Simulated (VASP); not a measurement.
Wanted: the native input for a VASP 6.6.1 run.

- Task: relaxation of cell and atoms
- Functional: PBEsol
- Potentials or basis: VASP PAW PBE potentials, release 64 (Li_sv)
- Cutoff: 600 eV
- k mesh: 22 × 22 × 22
- Occupations: fermi-dirac, width 0.05 eV
- Spin: no spin polarisation
- Dipole correction: no
- Further INCAR settings: ALGO = Normal; EDIFF = 1e-07; IBRION = 2; EDIFFG = -0.002; NSW = 100; ISIF = 3

The structure of Li lies in POSCAR:

```
Li
1.0
    0.0000000000      2.2020000000      2.2020000000
    2.2020000000      0.0000000000      2.2020000000
    2.2020000000      2.2020000000      0.0000000000
Li
1
Direct
    0.0000000000      0.0000000000      0.0000000000
```

The input as run:

INCAR

```
SYSTEM = Li
PREC     = Accurate       ! precision mode
ENCUT    = 600            ! plane-wave cutoff, eV
EDIFF    = 1E-7           ! SCF threshold, eV
ISMEAR   = -1             ! smearing method
SIGMA    = 0.05           ! smearing width, eV
LREAL    = .FALSE.        ! projectors in reciprocal space
LASPH    = .TRUE.         ! aspherical terms in the spheres
NELM     = 60             ! most SCF steps
ALGO     = Normal         ! electronic algorithm
ISIF     = 3              ! what is computed and relaxed
LWAVE    = .FALSE.        ! write WAVECAR
LCHARG   = .FALSE.        ! write CHGCAR
GGA      = PS             ! functional
IBRION   = 2              ! ionic algorithm
NSW      = 100            ! ionic steps
EDIFFG   = -0.002         ! ionic threshold
```

KPOINTS

```
Automatic mesh
0
G
  22 22 22
  0 0 0
```

Potentials or basis: VASP PAW PBE potentials, release 64 (Li_sv).

Command:

```sh
$ cat potpaw_PBE.64/Li_sv/POTCAR > POTCAR
$ mpirun -np 1 vasp_std > vasp.out
```

It gave:

```yaml
Relaxed_volume: 19.94 Å³/atom
Relaxed_cell: a = 3.044 Å, b = 3.044 Å, c = 3.044 Å, α = 60.00°, β = 60.00°, γ = 60.00°
Space_group_after_relaxing_to_0.05_Å: Fm-3m (No. 225)
Energy_gained_by_relaxing: 3.8 meV/atom
Ionic_steps: 4
Pressure_after_relaxing: 0.0 GPa
```

Caveat: the cutoff is under 1.25 times the usual one of these potentials, so pressure, stress and relaxed cells hold a basis-set (Pulay) error; the PAW data sets were made with another functional, which shifts forces and pressure a little.

It took 72 s on 1 thread of AMD EPYC 9R45 96-Core Processor (Zen 5), on a shared host, peak memory 0.14 GiB.
